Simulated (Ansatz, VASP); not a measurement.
**LiAg3Cl3 in VASP and in Ansatz**

```
CELL_PARAMETERS angstrom
-0.00683 3.54833 -0.00420
-2.89123 -0.00201 6.17254
7.21569 -1.78800 -0.01568
ATOMIC_POSITIONS crystal
Li 0.35472 0.36594 0.71170
Ag 0.40009 0.85472 0.80284
Ag 0.60969 0.94905 0.21797
Ag 0.03485 0.18014 0.06869
Cl 0.53310 0.45813 0.06456
Cl 0.80724 0.53324 0.61796
Cl 0.25445 0.99209 0.50456
```

Change from the starting cell: cell x1, atoms moved at random (sigma 0.15 Å) and cell strained at random (1.5 %), then relaxed without symmetry.

Alike in both runs: functional PBE; k mesh 6 × 4 × 6; occupations gaussian, width 0.2 eV; no spin polarisation.

Ansatz relaxed the structure, and its values are those at the end. VASP's run is a single point on that final structure, the one shown.

|  | VASP | Ansatz |
| --- | --- | --- |
| version | VASP 6.6.1 | Ansatz 0.2.0 |
| potentials or method | VASP PAW PBE potentials, release 64 (Li_sv, Ag, Cl), cutoff 520 eV | scalar-relativistic, plane waves, PAW |
| valence electrons in the cell | 57 | 81 |

Ansatz gave:

| Quantity | Value |
| --- | --- |
| gap on the k mesh at the Fermi level (eV) | none |
| rms of the force components (eV/Å) | 0.003 |

Estimate VASP's values.

gap on the k mesh at the Fermi level (eV): none; rms of the force components (eV/Å): 0.005.

A gap of «none» marks a metal or a gap that the smearing closes. The functional is the same, so the differences come from potentials, cutoffs and numerics. VASP's potentials hold 57 valence electrons a cell and Ansatz's 81, so a difference there can come from the potentials and not from the codes.

Noted on VASP's run: the cutoff is under 1.25 times that of the potentials, so the pressure is a little rough.
